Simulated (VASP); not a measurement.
# Si in VASP: single point with r2SCAN

Aim: the single point of Si with r2SCAN.

All numbers are computed with VASP 6.6.1; they aren't measurements. Logs are shortened: lines on timing, memory, paths and dates and some standing lists are left out, and cuts for length are marked.

### 1 The cell of the first run

The typed cell holds 8 atoms: a = 6.069 Å, b = 5.567 Å, c = 5.470 Å, α = 106.54°, β = 109.00°, γ = 117.87°.

### 2 Single point, r2SCAN

POSCAR

```
Si
1.0
    5.1380162990      2.6570391164      1.8368743225
   -4.8217770820      2.3416030308      1.5020157453
   -0.1150560549     -5.1385457694      1.8711095035
Si
8
Direct
    0.0317575436      0.7322892131      0.5354561005
    0.9682621768      0.2677434319      0.4645899116
    0.7299195943      0.7412707402      0.7177227551
    0.2797796784      0.4553698899      0.9674990051
    0.4596533503      0.9700819358      0.2668560176
    0.7203250767      0.5446950913      0.0325314278
    0.2699565593      0.2586278111      0.2821684062
    0.5403460206      0.0299218865      0.7331763762
```

INCAR.step1

```
SYSTEM = Si
ALGO = Normal ; EDIFF = 1E-4
ENCUT = 520 ; GGA = PE
ISMEAR = 0 ; LASPH = .TRUE.
LCHARG = .FALSE. ; LREAL = .FALSE.
LWAVE = .TRUE. ; NBANDS = 26
NELM = 100 ; PREC = Accurate
SIGMA = 0.15
```

INCAR.step2

```
SYSTEM = Si
ALGO = Normal ; EDIFF = 1E-6
ENCUT = 520 ; ISIF = 2
ISMEAR = 0 ; ISTART = 1
LASPH = .TRUE. ; LCHARG = .FALSE.
LMIXTAU = .TRUE. ; LREAL = .FALSE.
LWAVE = .FALSE. ; METAGGA = R2SCAN
NBANDS = 26 ; NELM = 100
PREC = Accurate ; SIGMA = 0.15
```

KPOINTS

```
k-points
0
G
  6 6 6
  0 0 0
```

Potentials or basis: VASP PAW PBE potentials, release 64 (Si).

On the command line:

```sh
> cat potpaw_PBE.64/Si/POTCAR > POTCAR
> cp INCAR.step1 INCAR
> mpirun -np 1 vasp_std > vasp.out
> cp INCAR.step2 INCAR
> mpirun -np 1 vasp_std > vasp.out
```

OUTCAR:

```text
SYSTEM = Si
   EDIFF = 1E-6
   ENCUT = 520
   ISIF = 2
   ISMEAR = 0
   ISTART = 1
   LASPH = .TRUE.
   LREAL = .FALSE.
   METAGGA = R2SCAN
   NELM = 100
   PREC = Accurate

 ion  position               nearest neighbor table
   1  0.032  0.732  0.535-   6 2.32   2 2.32   8 2.34   3 2.37
   2  0.968  0.268  0.465-   4 2.32   1 2.32   5 2.34   7 2.37
   3  0.730  0.741  0.718-   6 2.29   1 2.37   8 2.37   7 2.39   7 2.84
   4  0.280  0.455  0.967-   7 2.29   5 2.31   2 2.32   6 2.36
   5  0.460  0.970  0.267-   4 2.31   8 2.33   2 2.34   7 2.37
   6  0.720  0.545  0.033-   3 2.29   8 2.31   1 2.32   4 2.36
   7  0.270  0.259  0.282-   4 2.29   2 2.37   5 2.37   3 2.39   3 2.84
   8  0.540  0.030  0.733-   6 2.31   5 2.33   1 2.34   3 2.37

  LATTYP: Found a triclinic cell.
 ALAT       =     6.0195197020
 B/A-ratio  =     1.5271097494
 C/A-ratio  =     0.9086806302
 COS(alpha) =     0.0072243865
 COS(beta)  =     0.5914744624
 COS(gamma) =     0.6831116276

  Lattice vectors:

 A1 = (   0.3162392170,   4.9986421472,   3.3388900678)
 A2 = (   5.3391994611,   2.5171354942,   7.0468738938)
 A3 = (   0.1150560549,   5.1385457694,  -1.8711095035)

Analysis of symmetry for initial positions (statically):
=====================================================================
 Subroutine PRICEL returns:
 Original cell was already a primitive cell.

 Routine SETGRP: Setting up the symmetry group for a
 triclinic supercell.

 Subroutine GETGRP returns: Found  1 space group operations
 (whereof  1 operations were pure point group operations)
 out of a pool of  2 trial point group operations.

The static configuration has the point symmetry C_1 .

Analysis of symmetry for dynamics (positions and initial velocities):
=====================================================================
 Subroutine PRICEL returns:
 Original cell was already a primitive cell.

 Routine SETGRP: Setting up the symmetry group for a
 triclinic supercell.

 Subroutine GETGRP returns: Found  1 space group operations
 (whereof  1 operations were pure point group operations)
 out of a pool of  2 trial point group operations.

The dynamic configuration has the point symmetry C_1 .

 Subroutine INISYM returns: Found  1 space group operations
 (whereof  1 operations are pure point group operations),
 and found     1 'primitive' translations

----------------------------------------------------------------------------------------

                                     Primitive cell

  volume of cell :     131.6876

  direct lattice vectors                    reciprocal lattice vectors
     5.138016299  2.657039116  1.836874322     0.091880881  0.067198864  0.190195117
    -4.821777082  2.341603031  1.502015745    -0.109429242  0.074609416  0.198167665
    -0.115056055 -5.138545769  1.871109504    -0.002356455 -0.125861359  0.188649846

  length of vectors
     6.069034160  5.566748627  5.469820956     0.221657317  0.238352150  0.226793737

  position of ions in fractional coordinates (direct lattice)
     0.031757544  0.732289213  0.535456100
     0.968262177  0.267743432  0.464589912
     0.729919594  0.741270740  0.717722755
     0.279779678  0.455369890  0.967499005
     0.459653350  0.970081936  0.266856018
     0.720325077  0.544695091  0.032531428
     0.269956559  0.258627811  0.282168406
     0.540346021  0.029921886  0.733176376

  ion indices of the primitive-cell ions
   primitive index   ion index
                 1           1
                 2           2
                 3           3
                 4           4
                 5           5
                 6           6
                 7           7
                 8           8

----------------------------------------------------------------------------------------

 KPOINTS: k-points

Automatic generation of k-mesh.
 Grid dimensions read from file:
 generate k-points for:    6    6    6

 Generating k-lattice:

  Cartesian coordinates                     Fractional coordinates (reciprocal lattice)
     0.015313480  0.011199811  0.031699186     0.166666667  0.000000000  0.000000000
    -0.018238207  0.012434903  0.033027944     0.000000000  0.166666667 -0.000000000
    -0.000392742 -0.020976893  0.031441641    -0.000000000 -0.000000000  0.166666667

  Length of vectors
     0.036942886  0.039725358  0.037798956

  Shift w.r.t. Gamma in fractional coordinates (k-lattice)
     0.000000000  0.000000000  0.000000000

 Subroutine IBZKPT returns following result:
 ===========================================

 Found    112 irreducible k-points:

 Following reciprocal coordinates:
            Coordinates               Weight
  0.000000  0.000000  0.000000      1.000000
  0.166667  0.000000  0.000000      2.000000
  0.333333 -0.000000 -0.000000      2.000000
  0.500000  0.000000  0.000000      1.000000
  0.000000  0.166667 -0.000000      2.000000
  0.166667  0.166667 -0.000000      2.000000
[... 16 lines left out ...]
  0.333333  0.000000  0.166667      2.000000
  0.500000  0.000000  0.166667      2.000000
 [... further k-points ...]
   k-points           NKPTS =    112   k-points in BZ     NKDIM =    112   number of bands    NBANDS=     26
   number of dos      NEDOS =    301   number of ions     NIONS =      8
   total plane-waves  NPLWV =  84672
   dimension x,y,z NGX =    48 NGY =   42 NGZ =   42
   dimension x,y,z NGXF=    96 NGYF=   84 NGZF=   84
   ions per type =               8
   NGX,Y,Z   is equivalent  to a cutoff of  13.15, 12.54, 12.77 a.u.
   NGXF,Y,Z  is equivalent  to a cutoff of  26.30, 25.09, 25.53 a.u.
 SYSTEM =  Si
   PREC   = accura    normal or accurate (medium, high low for compatibility)
   ISTART =      1    job   : 0-new  1-cont  2-samecut
   ICHARG =      0    charge: 1-file 2-atom 10-const
   ISPIN  =      1    spin polarized calculation?
   LNONCOLLINEAR =      F non collinear calculations
   LSORBIT =      F    spin-orbit coupling
   LASPH  =      T    aspherical Exc in radial PAW
   ENCUT  =  520.0 eV  38.22 Ry    6.18 a.u.  11.28 10.35 10.17*2*pi/ulx,y,z
   NELM   =    100;   NELMIN=  2; NELMDL=  0     # of ELM steps
   EDIFF  = 0.1E-05   stopping-criterion for ELM
   LREAL  =      F    real-space projection
   EDIFFG = 0.1E-04   stopping-criterion for IOM
   NSW    =      0    number of steps for IOM
   IBRION =     -1    ionic relax: 0-MD 1-quasi-New 2-CG
   NFREE  =      0    steps in history (QN), initial steepest desc. (CG)
   ISIF   =      2    stress and relaxation
   ISYM   =      2    0-nonsym 1-usesym 2-fastsym
   POTIM  = 0.5000    time-step for ionic-motion
   TEBEG  =    0.0;   TEEND  =   0.0 temperature during run
   PSTRESS=    0.0 pullay stress
   NELECT =      32.0000    total number of electrons
   NUPDOWN=      -1.0000    fix difference up-down
   EMIN   =  10.00;   EMAX   =-10.00  energy-range for DOS
   EFERMI =   0.00;   METHOD = LEGACY
   ISMEAR =     0;   SIGMA  =   0.15  broadening in eV -4-tet -1-fermi 0-gaus
   EFERMI_NEDOS =   21; number of points for ismear=-14 and -15
   IALGO  =     38    algorithm
   IMIX   =      4    mixing-type and parameters
     AMIX     =   0.40;   BMIX     =  1.00
     AMIX_MAG =   1.60;   BMIX_MAG =  1.00
  volume/ion in A,a.u.               =      16.46       111.08
  Fermi-wavevector in a.u.,A,eV,Ry     =   1.021590  1.930525 14.199661  1.043646
  Thomas-Fermi vector in A             =   2.155223
   LORBIT       =      0    0 simple, 1 ext, 2 COOP (PROOUT), +10 PAW based schemes
   METAGGA = R2SCAN    functional components
   LHFCALC =     F    Hartree Fock is set to
   AEXX    =    0.0000 exact exchange contribution
   IVDW    =     0    specifies the selected vdW correction
   LEPSILON=     F    determine dielectric tensor
   LRPA    =     F    only Hartree local field effects (RPA)
 non-spin polarized calculation
 Gauss-broadening in eV      SIGMA  =   0.15
  energy-cutoff  :      520.00
  volume of cell :      131.69
 maximum number of plane-waves:      3562
 NGX is ok and might be reduce to    48
   NGX = 23   NGY = 21   NGZ = 21

 number of electron      32.0000000 magnetization

 Free energy of the ion-electron system (eV)
  ---------------------------------------------------
  ext. energy  EPLUGINS =         0.00000000
  ---------------------------------------------------
  free energy    TOTEN  =       -67.35384587 eV

  energy without entropy =      -67.33936538  energy(sigma->0) =      -67.34660562

 E-fermi :   8.1797     XC(G=0): -10.9041

 val. band max:        8.1528178982   @ k =  -0.3333   0.5000   0.3333
 cond. band min:       8.1822232477   @ k =  -0.3333   0.3333   0.5000
 fundamental gap:      0.0294053496
 Fermi energy:         8.1797085553

 k-point     1 :       0.0000    0.0000    0.0000
  band No.  band energies     occupation
      1      -5.8281      2.00000
      2      -0.7122      2.00000
      3      -0.6984      2.00000
      4      -0.0909      2.00000
      5       0.3809      2.00000
      6       0.8945      2.00000
[... 18 lines left out ...]
     25      14.1879      0.00000
     26      14.3388      0.00000

 k-point     2 :       0.1667    0.0000    0.0000
  band No.  band energies     occupation
      1      -5.6321      2.00000
      2      -1.2805      2.00000
      3      -0.9160      2.00000
      4      -0.6741      2.00000
      5       0.1259      2.00000
      6       1.0133      2.00000
[... 18 lines left out ...]
     25      14.2124      0.00000
     26      14.5000      0.00000

 k-point     3 :       0.3333   -0.0000   -0.0000
  band No.  band energies     occupation
      1      -5.0549      2.00000
      2      -2.6986      2.00000
      3      -1.3196      2.00000
      4      -0.9525      2.00000
      5      -0.1941      2.00000
      6       0.6535      2.00000
[... 572 lines left out ...]
 k-point    23 :       0.3333    0.0000    0.1667
  band No.  band energies     occupation
      1      -4.4629      2.00000
      2      -3.2935      2.00000
      3      -2.1340      2.00000
      4      -1.2178      2.00000
      5       0.4118      2.00000
      6       0.7552      2.00000
[... 18 lines left out ...]
     25      13.4523      0.00000
     26      13.7566      0.00000

 k-point    24 :       0.5000    0.0000    0.1667
  band No.  band energies     occupation
      1      -4.5494      2.00000
      2      -3.1845      2.00000
      3      -2.2064      2.00000
      4      -1.4269      2.00000
      5       0.4829      2.00000
      6       0.8518      2.00000
[... 18 lines left out ...]
     25      13.5544      0.00000
     26      14.2174      0.00000

 [... further k-points ...]
[... 5 lines left out ...]
  --------------------------------------------------------------------------------------
  -------------------------------------------------------------------------------------
  Total        0.2959652      9.6388203     11.5693704     -3.7435239      0.1720152     -3.8483535
  in kB        3.6008614    117.2707207    140.7587615    -45.5455893      2.0928230    -46.8209978
  external PRESSURE =      87.2101145 kB  Pullay stress =       0.0000000 kB

 VOLUME and BASIS-vectors are now :
 -----------------------------------------------------------------------------
  energy-cutoff  :      520.00
  volume of cell :      131.69
      direct lattice vectors                 reciprocal lattice vectors
     5.138016299  2.657039116  1.836874322     0.091880881  0.067198864  0.190195117
    -4.821777082  2.341603031  1.502015745    -0.109429242  0.074609416  0.198167665
    -0.115056055 -5.138545769  1.871109504    -0.002356455 -0.125861359  0.188649846

 POSITION                                       TOTAL-FORCE (eV/Angst)
 -----------------------------------------------------------------------------------
     -3.42937     -0.95235      2.16014         0.004712      0.004393     -0.012229
      3.63049      0.81234      3.05003        -0.005325     -0.004209      0.011453
      0.09352     -0.01286      3.79711         0.002606     -0.009691     -0.006169
     -0.86950     -3.16186      3.00819        -0.002212      0.002724      0.009215
     -2.34652      2.12161      2.80072         0.006667     -0.007634      0.010078
      1.07090      3.02223      2.20216         0.002432     -0.003664     -0.010259
      0.10753     -0.12705      1.41231        -0.001704      0.010020      0.007163
      2.54767     -2.26167      2.40934        -0.007176      0.008060     -0.009252
 -----------------------------------------------------------------------------------
    total drift:                               -0.000001      0.000000     -0.000001

  FREE ENERGIE OF THE ION-ELECTRON SYSTEM (eV)
  ---------------------------------------------------
  free  energy   TOTEN  =       -67.3538458677 eV

  energy  without entropy=      -67.3393653809  energy(sigma->0) =      -67.34660562
```

Run time: 12 min. Hardware: 1 thread of Intel Xeon 6975P-C (Granite Rapids), shared host; peak memory 0.45 GiB.

What came out:

```
Free energy            : -67.3538 eV
Pressure               : 8.7 GPa
Largest force          : 0.014 eV/Å
Band gap on the k mesh : zero (band 16 reaches 8.85 eV, above the bottom of band 17 at 7.83 eV)
```

Forces in eV/Å, atoms in the order of the input:
```
Si   0.005  0.004 -0.012
Si  -0.005 -0.004  0.011
Si   0.003 -0.010 -0.006
Si  -0.002  0.003  0.009
Si   0.007 -0.008  0.010
Si   0.002 -0.004 -0.010
Si  -0.002  0.010  0.007
Si  -0.007  0.008 -0.009
```

Stress tensor (GPa, compression positive):
```
 0.36 -4.55 -4.68
-4.55 11.73  0.21
-4.68  0.21 14.08
```

Caveat: the cell differs from its parent crystal (all atoms moved at random, sigma 0.05 Å a component, cell strained at random, sigma 0.06, then relaxed in part); the PAW data sets were made with another functional, which shifts forces and pressure a little.
